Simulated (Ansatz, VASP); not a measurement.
# One calculation of Rh, two programs

```
Rh
1.0
     2.82272    0.00000    0.00000
    -1.41136    1.93478    0.00000
     0.00000    0.00000    9.68754
Rh
4
Direct
  0.00000 0.00000 0.00000
  0.33333 0.66667 0.25000
  0.00000 0.00000 0.50000
  0.66667 0.33333 0.75000
```

Change from the starting cell: strain +e along x and -e along y +0.1100, strain +e along z and -e/2 along x and y +0.1100.

Alike in both runs: task single point; functional PBEsol; k mesh 18 × 18 × 6; occupations gaussian, width 0.15 eV; no spin polarisation.

|  | VASP | Ansatz |
| --- | --- | --- |
| version | VASP 6.6.1 | Ansatz 0.2.0 |
| potentials or method | VASP PAW PBE potentials, release 64 (Rh_pv), cutoff 520 eV | scalar-relativistic, plane waves, PAW |
| valence electrons in the cell | 60 | 68 |

|  | VASP | Ansatz | Ansatz less VASP |
| --- | --- | --- | --- |
| gap on the k mesh at the Fermi level (eV) | none | none | - |
| pressure (GPa) | 31.4 | 31.3 | -0.13 |
| traceless stress, the component that is largest in VASP (GPa) | 60.76 | 60.76 | -0.006 |
| rms of the force components (eV/Å) | 0.090 | 0.090 | -0.0001 |

VASP's potentials were made for PBE, not for PBEsol, and Ansatz warns of the same on its side. Atom by atom the forces differ by 0.000 eV/Å (rms over components). A gap of «none» marks a metal or a gap that the smearing closes. Both programs put the cell under a high pressure, so it lies far from rest at this level. VASP's potentials hold 60 valence electrons a cell and Ansatz's 68, so a difference there can come from the potentials and not from the codes.
